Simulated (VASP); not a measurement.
Ti: single point with PBEsol

Crystal: Ti.

```
Ti
1.0
     3.03850    0.00000    0.00000
    -1.51925    2.63142    0.00000
     0.00000    0.00000    4.68600
Ti
2
Direct
  0.33333 0.66667 0.25000
  0.66667 0.33333 0.75000
```

This cell differs from its parent crystal: strain +0.0300 x Voigt [1, 1, 0, 0, 0, 0].

```yaml
Program: VASP 6.6.1
Task: single point
Functional: PBEsol
Potentials_or_basis: VASP PAW PBE potentials, release 64 (Ti_sv)
Cutoff: 520 eV
k_mesh: 18 × 18 × 10
Occupations: gaussian, width 0.15 eV
Spin: no spin polarisation
```

```yaml
Pressure: -11.1 GPa
Band_gap_on_the_k_mesh: zero (bands 12 and 13 overlap by 1.01 eV)
```

Stress tensor (GPa, compression positive):
```
-11.85   0.00   0.00
  0.00 -11.85   0.00
  0.00   0.00  -9.74
```

Levels at points of the mesh, in eV from the Fermi level:
```
           k point  band 10  band 11  band 12  band 13  band 14  band 15
(0.00, 0.00, 0.00)    -2.49     0.70     0.70     0.83     0.98     1.18
(0.50, 0.00, 0.00)    -1.97    -1.64    -0.77     0.33     0.64     1.17
(0.00, 0.00, 0.50)    -4.20     0.18     0.18     0.57     0.57     0.57
(0.50, 0.00, 0.50)    -2.36    -0.69    -0.69     1.13     1.13     1.51
```

It took 7.8 min on 1 thread of Intel Xeon 8259CL, with other jobs on the host, peak memory 0.25 GiB.

Caveat: the cell differs from its parent crystal (strain +0.0300 x Voigt [1, 1, 0, 0, 0, 0]); the cell stands under tension; the PAW data sets were made with another functional, which shifts forces and pressure a little.
